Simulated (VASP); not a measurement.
# Pd: single point with PBE

The system is Pd.

```
Pd
1.0
     1.97203    1.97203    0.00000
    -1.97203    1.97203    0.00000
     0.00000    0.00000    3.94406
Pd
2
Cartesian
  0.0000 0.0000 0.0000
  0.0000 1.9720 1.9720
```

```yaml
Program: VASP 6.6.1
Task: single point
Functional: PBE
Potentials_or_basis: VASP PAW PBE potentials, release 64 (Pd)
Cutoff: 520 eV
k_mesh: 12 × 12 × 8
Occupations: fermi-dirac, width 0.05 eV
Spin: no spin polarisation
Dipole_correction: no
Further_INCAR_settings: ALGO = Normal; EDIFF = 1e-07; NBANDS = 17
```

The pressure is -0.5 GPa and the band gap on the k mesh is zero (band 10 reaches 9.40 eV, above the bottom of band 11 at 8.38 eV).

Levels at points of the mesh, in eV from the Fermi level:
| k point | band 6 | band 7 | band 8 | band 9 | band 10 | band 11 | band 12 | band 13 | band 14 | band 15 |
| --- | --- | --- | --- | --- | --- | --- | --- | --- | --- | --- |
| (0.00, 0.00, 0.00) | -2.66 | -1.15 | -1.15 | -0.05 | 0.27 | 0.27 | 3.36 | 10.38 | 13.00 | 13.00 |
| (0.50, 0.00, 0.00) | -2.86 | -1.76 | -1.76 | -1.20 | -1.20 | 2.24 | 2.24 | 12.31 | 12.31 | 12.54 |
| (0.50, 0.50, 0.00) | -0.05 | 0.27 | 0.27 | 0.27 | 0.27 | 3.36 | 3.36 | 10.38 | 10.38 | 13.00 |
| (0.00, 0.00, 0.50) | -1.69 | -1.46 | -1.46 | -1.46 | -1.46 | -0.63 | -0.63 | 17.73 | 17.73 | 17.73 |
| (0.50, 0.00, 0.50) | -2.70 | -0.03 | -0.03 | -0.03 | -0.03 | 1.11 | 1.11 | 7.02 | 7.02 | 16.52 |
| (0.50, 0.50, 0.50) | -3.17 | -1.24 | -1.24 | 0.27 | 0.27 | 8.69 | 8.69 | 8.69 | 8.69 | 10.08 |

Run time: 43 s on 1 thread of Intel(R) Xeon(R) Platinum 8375C CPU @ 2.90GHz (Ice Lake), with other jobs on the host, peak memory 0.19 GiB.
